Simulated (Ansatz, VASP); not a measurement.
**One calculation of HgTe, two programs**

Contents of INCAR:

```
SYSTEM = HgTe
PREC     = Accurate       ! precision mode
ENCUT    = 520            ! plane-wave cutoff, eV
EDIFF    = 1E-7           ! SCF threshold, eV
ISMEAR   = 0              ! smearing method
SIGMA    = 0.15           ! smearing width, eV
LREAL    = .FALSE.        ! projectors in reciprocal space
LASPH    = .TRUE.         ! aspherical terms in the spheres
NELM     = 80             ! most SCF steps
ALGO     = Normal         ! electronic algorithm
ISIF     = 2              ! what is computed and relaxed
LWAVE    = .FALSE.        ! write WAVECAR
LCHARG   = .TRUE.         ! write CHGCAR
GGA      = PE             ! functional
LELF     = .TRUE.         ! ELF
LVHAR    = .TRUE.       
NBANDS   = 16             ! bands
```

File KPOINTS:

```
regular mesh
0
G
  14 14 14
  0 0 0
```

POSCAR

```
HgTe
1.0
    0.0000000000      3.2718525000      3.2235000000
    3.2718525000      0.0000000000      3.2235000000
    3.2718525000      3.2718525000      0.0000000000
Hg Te
1 1
Direct
    0.0000000000      0.0000000000      0.0000000000
    0.7500000000      0.7500000000      0.7500000000
```

Input for Ansatz:

```yaml
crystal:
  lattice:
    - [0.0, 3.2718525, 3.2235]
    - [3.2718525, 0.0, 3.2235]
    - [3.2718525, 3.2718525, 0.0]
  atoms:
    - { symbol: Hg, position: [0.0, 0.0, 0.0] }
    - { symbol: Te, position: [0.75, 0.75, 0.75] }
basis:
  ecutwfc: 420
kpoints:
  mp_grid: { grid: [14, 14, 14] }
hamiltonian:
  xc: pbe
scf:
  occupations: { method: gaussian, width: 0.15 }
output:
  forces: true
  stress: true
  eigenvalues: true
```

Change from the starting cell: strain +0.015 along x and y, +0.000 along z, atoms carried along.

Alike in both runs: task single point; functional PBE; k mesh 14 × 14 × 14; occupations gaussian, width 0.15 eV; no spin polarisation.

|  | VASP | Ansatz |
| --- | --- | --- |
| version | VASP 6.6.1 | Ansatz 0.2.0 |
| potentials or method | VASP PAW PBE potentials, release 64 (Hg, Te), cutoff 520 eV | scalar-relativistic, plane waves, PAW |
| valence electrons in the cell | 18 | 36 |

```csv
,VASP,Ansatz,Ansatz less VASP
gap on the k mesh at the Fermi level (eV),none,none,-
pressure (GPa),2.6,2.6,-0.07
"traceless stress, the component that is largest in VASP (GPa)",0.13,0.13,0.000
```

A gap of «none» marks a metal or a gap that the smearing closes. VASP's potentials hold 18 valence electrons a cell and Ansatz's 36, so a difference there can come from the potentials and not from the codes.

Neither program's run includes spin-orbit coupling.
